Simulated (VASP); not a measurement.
A run of VASP 6.6.1 is set up as follows.

The input INCAR:

```
SYSTEM = P
PREC = Accurate
ENCUT = 520
EDIFF = 1E-6
ISMEAR = -1
SIGMA = 0.05
LREAL = .FALSE.
LASPH = .TRUE.
NELM = 60
ALGO = Normal
ISIF = 2
LWAVE = .FALSE.
LCHARG = .TRUE.
GGA = PS
LELF = .TRUE.
LVHAR = .TRUE.
NBANDS = 18
```

The input KPOINTS:

```
regular mesh
0
G
  8 8 6
  0 0 0
```

File POSCAR:

```
P
1.0
    1.6578745560     -5.1361978921      0.0000000000
    1.6578745560      5.1361978921      0.0000000000
    0.0000000000      0.0000000000      4.1978621592
P
4
Direct
    0.8945246094      0.1054753906      0.5727550995
    0.1054753906      0.8945246094      0.4272449005
    0.6054753906      0.3945246094      0.0727550995
    0.3945246094      0.6054753906      0.9272449005
```

Potentials or basis: VASP PAW PBE potentials, release 64 (P).

Command:

```console
$ cat potpaw_PBE.64/P/POTCAR > POTCAR
$ mpirun -np 1 vasp_std > vasp.out
```

(1) Estimate the band gap on the k mesh.

(2) Predict the largest force.

(3) Estimate the pressure.

Results:

(1) zero (bands 10 and 11 overlap by 0.28 eV).

(2) 0.031 eV/Å.

(3) -0.1 GPa.

Caveat: the PAW data sets were made with another functional, which shifts forces and pressure a little.
